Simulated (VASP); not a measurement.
# HfB2 in VASP: further runs

Runs on HfB2. Level: PBE. Tasks: electric field gradients.

All numbers are computed with VASP 6.6.1; they aren't measurements. Logs are shortened: lines on timing, memory, paths and dates and some standing lists are left out, and cuts for length are marked.

### 1 The cell of the first run

The typed cell holds 3 atoms: a = 3.141 Å, b = 3.099 Å, c = 3.481 Å, α = 89.36°, β = 88.27°, γ = 118.70°.

### 2 Electric field gradients, PBE (equal xy, yz and zx shear strains of +3 %)

INCAR reads:

```
SYSTEM = HfB2
ALGO = Normal
EDIFF = 1E-8
ENCUT = 520
GGA = PE
ISIF = 2
ISMEAR = -1
LASPH = .TRUE.
LCHARG = .FALSE.
LEFG = .TRUE.
LREAL = .FALSE.
LWAVE = .FALSE.
NBANDS = 15
NELM = 60
PREC = Accurate
SIGMA = 0.05
```

KPOINTS reads:

```
k-points
0
G
  13 13 11
  0 0 0
```

POSCAR reads:

```
HfB2
1.0
    3.1400001005      0.0471000015      0.0471000015
   -1.5292102525      2.6957698542      0.0172397971
    0.0522000000      0.0522000000      3.4800000000
Hf B
1 2
Direct
    0.0000000000      0.0000000000      0.0000000000
    0.3333333333      0.6666666667      0.5000000000
    0.6666666667      0.3333333333      0.5000000000
```

Potentials or basis: VASP PAW PBE potentials, release 64 (Hf_pv, B).

On the command line:

```bash
$ cat potpaw_PBE.64/Hf_pv/POTCAR potpaw_PBE.64/B/POTCAR > POTCAR
$ mpirun -np 1 vasp_std > vasp.out
```

OUTCAR:

```text
SYSTEM = HfB2
   EDIFF = 1E-8
   ENCUT = 520
   GGA = PE
   ISIF = 2
   ISMEAR = -1
   LASPH = .TRUE.
   LREAL = .FALSE.
   NELM = 60
   PREC = Accurate

 ion  position               nearest neighbor table
   1  0.000  0.000  0.000-   2 2.48   3 2.48   3 2.48   2 2.48   3 2.48   2 2.48   2 2.51   3 2.51
                             3 2.55   2 2.55   3 2.58   2 2.58
   2  0.333  0.667  0.500-   3 1.79   3 1.81   3 1.84   1 2.48   1 2.48   1 2.48   1 2.51   1 2.55
                             1 2.58
   3  0.667  0.333  0.500-   2 1.79   2 1.81   2 1.84   1 2.48   1 2.48   1 2.48   1 2.51   1 2.55
                             1 2.58

  LATTYP: Found a triclinic cell.
 ALAT       =     3.1815277131
 B/A-ratio  =     2.0106132572
 C/A-ratio  =     0.9741696453
 COS(alpha) =     0.0069198227
 COS(beta)  =     0.5001712246
 COS(gamma) =     0.7302131945

  Lattice vectors:

 A1 = (   1.6107898480,   2.7428698557,   0.0643397986)
 A2 = (   4.6985899485,   2.7377698572,  -3.3685601999)
 A3 = (  -1.5292102525,   2.6957698542,   0.0172397971)

Analysis of symmetry for initial positions (statically):
=====================================================================
 Subroutine PRICEL returns:
 Original cell was already a primitive cell.

 Routine SETGRP: Setting up the symmetry group for a
 triclinic supercell.

 Subroutine GETGRP returns: Found  2 space group operations
 (whereof  2 operations were pure point group operations)
 out of a pool of  2 trial point group operations.

The static configuration has the point symmetry S_2 .

Analysis of symmetry for dynamics (positions and initial velocities):
=====================================================================
 Subroutine PRICEL returns:
 Original cell was already a primitive cell.

 Routine SETGRP: Setting up the symmetry group for a
 triclinic supercell.

 Subroutine GETGRP returns: Found  2 space group operations
 (whereof  2 operations were pure point group operations)
 out of a pool of  2 trial point group operations.

The dynamic configuration has the point symmetry S_2 .

[... 150 lines left out ...]
 cond. band min:       7.7606833868   @ k =   0.0769   0.0769   0.2727
 fundamental gap:      0.0208458926
 Fermi energy:         7.7467306151

 k-point     1 :       0.0000    0.0000    0.0000
  band No.  band energies     occupation
      1     -22.9549      2.00000
      2     -22.4859      2.00000
      3     -22.4254      2.00000
      4      -6.0801      2.00000
      5       4.5873      2.00000
      6       4.6980      2.00000
      7       4.9058      2.00000
      8       4.9358      2.00000
      9      11.3640      0.00000
     10      11.5991      0.00000
     11      12.2648      0.00000
     12      12.3623      0.00000
     13      12.6437      0.00000
     14      12.6791      0.00000
[... 401 lines left out ...]
      2     -22.8569      2.00000
      3     -22.6304      2.00000
      4      -3.9529      2.00000
      5       1.2236      2.00000
      6       3.0172      2.00000
      7       3.9636      2.00000
      8       6.7552      2.00000
      9       8.4456      0.00000
     10       9.4059      0.00000
     11      12.7494      0.00000
     12      13.9268      0.00000
     13      14.7759      0.00000
     14      15.6435      0.00000
     15      17.3996      0.00000

 [... further k-points ...]

------------------------ aborting loop because EDIFF is reached ----------------------------------------

  FORCE on cell =-STRESS in cart. coord.  units (eV):
  Direction    XX          YY          ZZ          XY          YZ          ZX
  --------------------------------------------------------------------------------------
  -------------------------------------------------------------------------------------
  Total        0.3004685      0.3105733      0.3921885     -1.4592441     -1.4260531     -1.4289629
  in kB       16.2117790     16.7569833     21.1605324    -78.7335129    -76.9426957    -77.0996935
  external PRESSURE =      18.0430982 kB  Pullay stress =       0.0000000 kB

 VOLUME and BASIS-vectors are now :
 -----------------------------------------------------------------------------
  energy-cutoff  :      520.00
  volume of cell :       29.69
      direct lattice vectors                 reciprocal lattice vectors
     3.140000101  0.047100002  0.047100002     0.315894096  0.179242501 -0.007427049
    -1.529210252  2.695769854  0.017239797    -0.005436977  0.367902123 -0.005436977
     0.052200000  0.052200000  3.480000000    -0.004248529 -0.004248529  0.287483778

 POSITION                                       TOTAL-FORCE (eV/Angst)
 -----------------------------------------------------------------------------------
      0.00000      0.00000      0.00000         0.000000      0.000000     -0.000000
      0.05329      1.83898      1.76719         0.027201      0.013383     -0.012704
      1.60970      0.95609      1.77715        -0.027201     -0.013383      0.012704
 -----------------------------------------------------------------------------------
    total drift:                               -0.000000      0.000000     -0.000000

  FREE ENERGIE OF THE ION-ELECTRON SYSTEM (eV)
  ---------------------------------------------------
  free  energy   TOTEN  =       -26.3369894595 eV

  energy  without entropy=      -26.3348935398  energy(sigma->0) =      -26.33594150

 Electric field gradients (V/A^2)
---------------------------------------------------------------------
 ion       V_xx      V_yy      V_zz      V_xy      V_xz      V_yz
---------------------------------------------------------------------
   1     -38.032   -37.224    75.256    29.538    61.295    61.369
   2      -0.782    -0.734     1.516     1.550     1.166     1.170
   3      -0.782    -0.734     1.516     1.550     1.166     1.170
---------------------------------------------------------------------

 Electric field gradients after diagonalization (V/A^2)
 (convention: |V_zz| > |V_xx| > |V_yy|)
----------------------------------------------------------------------
 ion       V_xx      V_yy      V_zz     asymmetry (V_yy - V_xx)/ V_zz
----------------------------------------------------------------------
   1     -67.188   -62.624   129.812       0.035
   2      -2.309    -0.537     2.845       0.623
   3      -2.309    -0.537     2.845       0.623
----------------------------------------------------------------------

           NMR quadrupolar parameters

 Cq : quadrupolar parameter    Cq=e*Q*V_zz/h
 eta: asymmetry parameters     (V_yy - V_xx)/ V_zz
 Q  : nuclear electric quadrupole moment in mb (millibarn)
----------------------------------------------------------------------
 ion       Cq(MHz)       eta       Q (mb)
----------------------------------------------------------------------
   1       0.314       0.035       1.000
   2       0.007       0.623       1.000
   3       0.007       0.623       1.000
----------------------------------------------------------------------
```

stdout:

```text
POSCAR found type information on POSCAR HfB
 POSCAR found :  2 types and       3 ions
 scaLAPACK will be used
 LDA part: xc-table for (Slater+PW92), standard interpolation
 POSCAR, INCAR and KPOINTS ok, starting setup
 FFT: planning ... GRIDC
 FFT: planning ... GRID_SOFT
 FFT: planning ... GRID
 WAVECAR not read
 entering main loop
ion   1
     0.0000654    -0.6318215    -1.4602035    -0.6403679    -1.4599640    -0.0100560
     0.0000901    -0.6318215    -1.4602035    -0.6403679    -1.4599639    -0.0100560
     0.0001241    -0.6318215    -1.4602035    -0.6403679    -1.4599639    -0.0100560
     0.0001709    -0.6318215    -1.4602035    -0.6403679    -1.4599639    -0.0100560

     0.0000654   -27.5247416   -57.0749304   -59.5057513   -57.0091132     0.3611269
     0.0000901   -27.5186194   -57.0574846   -59.4999868   -56.9917120     0.3608320
     0.0001241   -27.5094519   -57.0309150   -59.4919195   -56.9652120     0.3603765
     0.0001709   -27.4957981   -56.9906302   -59.4808066   -56.9250351     0.3596753
[... 12 lines left out ...]
ion   3
     0.0000257    -1.2556662    -0.9101425    -2.0323794    -0.9081104     0.0225880
     0.0000354    -1.2556662    -0.9101425    -2.0323794    -0.9081104     0.0225880
     0.0000487    -1.2556662    -0.9101424    -2.0323794    -0.9081104     0.0225880
     0.0000671    -1.2556662    -0.9101424    -2.0323794    -0.9081104     0.0225880

     0.0000257    -1.8443043    -1.3608795    -2.3393840    -1.3579438     0.0315289
     0.0000354    -1.8443042    -1.3608794    -2.3393840    -1.3579438     0.0315289
     0.0000487    -1.8443041    -1.3608794    -2.3393839    -1.3579437     0.0315289
     0.0000671    -1.8443040    -1.3608792    -2.3393839    -1.3579436     0.0315289
```

Run time: 3.1 min. Hardware: 1 thread of Intel Xeon 6975P-C, shared host; peak memory 0.5 GiB.

What came out:

* Free energy: -26.3370 eV
* Pressure: 1.8 GPa
* Largest force: 0.033 eV/Å
* Band gap on the k mesh: zero (band 8 reaches 8.24 eV, above the bottom of band 9 at 7.21 eV)

Forces in eV/Å, atoms in the order of the input:
```
Hf   0.000  0.000  0.000
B    0.027  0.013 -0.013
B   -0.027 -0.013  0.013
```

Stress tensor (GPa, compression positive):
```
 1.62 -7.87 -7.71
-7.87  1.68 -7.69
-7.71 -7.69  2.12
```

Levels at points of the mesh, in eV from the Fermi level:
```tsv
k point	band 5	band 6	band 7	band 8	band 9	band 10	band 11	band 12
(0.00, 0.00, 0.00)	-3.16	-3.05	-2.84	-2.81	3.62	3.85	4.52	4.62
```

Electric field gradients, principal values (V/Å²):
```csv
atom,least,middle,greatest (by size)
1 Hf,-62.624,-67.188,129.812
2 B,-0.537,-2.309,2.845
3 B,-0.537,-2.309,2.845
```

Caveat: the cell differs from its parent crystal (equal xy, yz and zx shear strains of +3 %); without QUAD_EFG the Cq values of the log hold for a quadrupole moment of 1 mb, not for the nuclei; spin-orbit coupling is left out, which moves the levels of the heavy elements.

### 3 Electric field gradients, PBE (equal xy, yz and zx shear strains of -2 %)

INCAR reads:

```
SYSTEM = HfB2
PREC = Accurate ; ENCUT = 520
EDIFF = 1E-8 ; ISMEAR = -1
SIGMA = 0.05 ; LREAL = .FALSE.
LASPH = .TRUE. ; NELM = 60
ALGO = Normal ; ISIF = 2
LWAVE = .FALSE. ; LCHARG = .FALSE.
GGA = PE ; LEFG = .TRUE.
NBANDS = 15
```

KPOINTS reads:

```
regular mesh
0
G
  13 13 11
  0 0 0
```

POSCAR reads:

```
HfB2
1.0
    3.1400001005     -0.0314000010     -0.0314000010
   -1.5971932488      2.7350198554     -0.0114931980
   -0.0348000000     -0.0348000000      3.4800000000
Hf B
1 2
Direct
    0.0000000000      0.0000000000      0.0000000000
    0.3333333333      0.6666666667      0.5000000000
    0.6666666667      0.3333333333      0.5000000000
```

Potentials or basis: VASP PAW PBE potentials, release 64 (Hf_pv, B).

On the command line:

```bash
$ cat potpaw_PBE.64/Hf_pv/POTCAR potpaw_PBE.64/B/POTCAR > POTCAR
$ mpirun -np 1 vasp_std > vasp.out
```

OUTCAR:

```text
SYSTEM = HfB2
   PREC = Accurate
   ENCUT = 520
   EDIFF = 1E-8
   ISMEAR = -1
   LREAL = .FALSE.
   LASPH = .TRUE.
   NELM = 60
   ISIF = 2
   GGA = PE

 ion  position               nearest neighbor table
   1  0.000  0.000  0.000-   3 2.47   2 2.47   3 2.49   2 2.49   2 2.52   3 2.52   2 2.53   3 2.53
                             2 2.54   3 2.54   3 2.54   2 2.54
   2  0.333  0.667  0.500-   3 1.80   3 1.81   3 1.83   1 2.47   1 2.49   1 2.52   1 2.53   1 2.54
                             1 2.54
   3  0.667  0.333  0.500-   2 1.80   2 1.81   2 1.83   1 2.47   1 2.49   1 2.52   1 2.53   1 2.54
                             1 2.54

  LATTYP: Found a triclinic cell.
 ALAT       =     3.1131420021
 B/A-ratio  =     1.0173814952
 C/A-ratio  =     1.1179534953
 COS(alpha) =     0.0072205084
 COS(beta)  =     0.0274156886
 COS(gamma) =     0.5000742387

  Lattice vectors:

 A1 = (  -1.5428068517,  -2.7036198544,   0.0428931990)
 A2 = (   1.5971932488,  -2.7350198554,   0.0114931980)
 A3 = (  -0.0348000000,  -0.0348000000,   3.4800000000)

[... 634 lines left out ...]

 POSITION                                       TOTAL-FORCE (eV/Angst)
 -----------------------------------------------------------------------------------
      0.00000      0.00000      0.00000         0.000000      0.000000      0.000000
     -0.03553      1.79548      1.72187        -0.030400      0.005753     -0.007756
      1.54354      0.87334      1.71524         0.030400     -0.005753      0.007756
 -----------------------------------------------------------------------------------
    total drift:                               -0.000000      0.000000     -0.000000

  FREE ENERGIE OF THE ION-ELECTRON SYSTEM (eV)
  ---------------------------------------------------
  free  energy   TOTEN  =       -26.3715453509 eV

  energy  without entropy=      -26.3696736863  energy(sigma->0) =      -26.37060952

 Electric field gradients (V/A^2)
---------------------------------------------------------------------
 ion       V_xx      V_yy      V_zz      V_xy      V_xz      V_yz
---------------------------------------------------------------------
   1     -38.183   -37.876    76.059   -20.937   -41.882   -41.911
   2      -0.767    -0.748     1.514    -1.053    -0.763    -0.764
   3      -0.767    -0.748     1.514    -1.053    -0.763    -0.764
---------------------------------------------------------------------

 Electric field gradients after diagonalization (V/A^2)
 (convention: |V_zz| > |V_xx| > |V_yy|)
----------------------------------------------------------------------
 ion       V_xx      V_yy      V_zz     asymmetry (V_yy - V_xx)/ V_zz
----------------------------------------------------------------------
   1     -81.280   -17.093    98.372       0.652
   2       1.834     0.296    -2.130       0.722
   3       1.834     0.296    -2.130       0.722
----------------------------------------------------------------------

           NMR quadrupolar parameters

 Cq : quadrupolar parameter    Cq=e*Q*V_zz/h
 eta: asymmetry parameters     (V_yy - V_xx)/ V_zz
 Q  : nuclear electric quadrupole moment in mb (millibarn)
----------------------------------------------------------------------
 ion       Cq(MHz)       eta       Q (mb)
----------------------------------------------------------------------
   1       0.238       0.652       1.000
   2      -0.005       0.722       1.000
   3      -0.005       0.722       1.000
----------------------------------------------------------------------
```

OSZICAR:

```text
N       E                     dE             d eps       ncg     rms          rms(c)
DAV:   1     0.283493055934E+02    0.28349E+02   -0.79598E+03 27908   0.101E+03
DAV:   2    -0.272437917927E+02   -0.55593E+02   -0.51987E+02 37204   0.220E+02
DAV:   3    -0.287460321535E+02   -0.15022E+01   -0.14964E+01 36692   0.265E+01
DAV:   4    -0.287520782289E+02   -0.60461E-02   -0.60447E-02 32821   0.208E+00
DAV:   5    -0.287521138418E+02   -0.35613E-04   -0.35613E-04 36720   0.142E-01    0.526E+01
DAV:   6    -0.264869228231E+02    0.22652E+01   -0.27980E+00 34620   0.121E+01    0.386E+01
DAV:   7    -0.264384318907E+02    0.48491E-01   -0.96160E-01 36559   0.712E+00    0.117E+01
DAV:   8    -0.263761396158E+02    0.62292E-01   -0.23953E-01 33354   0.371E+00    0.164E+00
DAV:   9    -0.263717314201E+02    0.44082E-02   -0.19728E-02 33136   0.114E+00    0.381E-01
DAV:  10    -0.263715396025E+02    0.19182E-03   -0.80172E-04 36566   0.237E-01    0.262E-01
DAV:  11    -0.263715476488E+02   -0.80463E-05   -0.53986E-05 33689   0.554E-02    0.929E-02
DAV:  12    -0.263715452284E+02    0.24204E-05   -0.31031E-06 35019   0.128E-02    0.116E-02
DAV:  13    -0.263715453211E+02   -0.92729E-07   -0.22887E-07 35026   0.381E-03    0.134E-03
DAV:  14    -0.263715453350E+02   -0.13867E-07   -0.24973E-08 32387   0.129E-03    0.110E-03
DAV:  15    -0.263715453544E+02   -0.19422E-07   -0.19884E-09 16617   0.373E-04    0.837E-04
DAV:  16    -0.263715453509E+02    0.34643E-08   -0.15212E-10 14972   0.108E-04
   1 F= -.26371545E+02 E0= -.26370610E+02  d E =-.187166E-02
```

stdout:

```text
POSCAR found type information on POSCAR HfB
 POSCAR found :  2 types and       3 ions
 scaLAPACK will be used
 LDA part: xc-table for (Slater+PW92), standard interpolation
 POSCAR, INCAR and KPOINTS ok, starting setup
 FFT: planning ... GRIDC
 FFT: planning ... GRID_SOFT
 FFT: planning ... GRID
 WAVECAR not read
 entering main loop
ion   1
     0.0000654     0.4488978     0.9843857    -0.6563811     0.9839438    -0.0024209
     0.0000901     0.4488978     0.9843857    -0.6563811     0.9839438    -0.0024209
     0.0001241     0.4488978     0.9843857    -0.6563811     0.9839438    -0.0024209
     0.0001709     0.4488978     0.9843857    -0.6563812     0.9839438    -0.0024209

     0.0000654    19.5151969    38.9908949   -60.1557875    38.9646177     0.1380269
     0.0000901    19.5108441    38.9790639   -60.1498056    38.9528007     0.1379231
     0.0001241    19.5043249    38.9610566   -60.1414071    38.9348154     0.1377629
     0.0001709    19.4946132    38.9337716   -60.1297923    38.9075645     0.1375164
[... 12 lines left out ...]
ion   3
     0.0000257     0.8551100     0.6006215    -2.0343215     0.5998633     0.0094954
     0.0000354     0.8551100     0.6006215    -2.0343215     0.5998633     0.0094954
     0.0000487     0.8551100     0.6006215    -2.0343215     0.5998633     0.0094954
     0.0000671     0.8551100     0.6006215    -2.0343215     0.5998633     0.0094954

     0.0000257     1.2580414     0.8999617    -2.3418843     0.8988679     0.0132613
     0.0000354     1.2580414     0.8999617    -2.3418843     0.8988679     0.0132613
     0.0000487     1.2580413     0.8999617    -2.3418843     0.8988678     0.0132613
     0.0000671     1.2580412     0.8999616    -2.3418842     0.8988678     0.0132613
```

Wall time 3.6 min (1 thread of Intel Xeon 6975P-C, shared host); peak memory 0.5 GiB.

Results:

```yaml
Free_energy: -26.3715 eV
Pressure: 1.4 GPa
Largest_force: 0.032 eV/Å
Band_gap_on_the_k_mesh: zero (band 8 reaches 8.22 eV, above the bottom of band 9 at 7.19 eV)
```

Forces on the atoms (eV/Å):
```
Hf   0.000  0.000  0.000
B   -0.030  0.006 -0.008
B    0.030 -0.006  0.008
```

Electric field gradients, principal values (V/Å²):
```tsv
atom	least	middle	greatest (by size)
1 Hf	-17.093	-81.280	98.372
2 B	0.296	1.834	-2.130
3 B	0.296	1.834	-2.130
```

Caveat: the cell differs from its parent crystal (equal xy, yz and zx shear strains of -2 %); without QUAD_EFG the Cq values of the log hold for a quadrupole moment of 1 mb, not for the nuclei; spin-orbit coupling is left out, which moves the levels of the heavy elements.

(Part 1 of 2 ends here.)
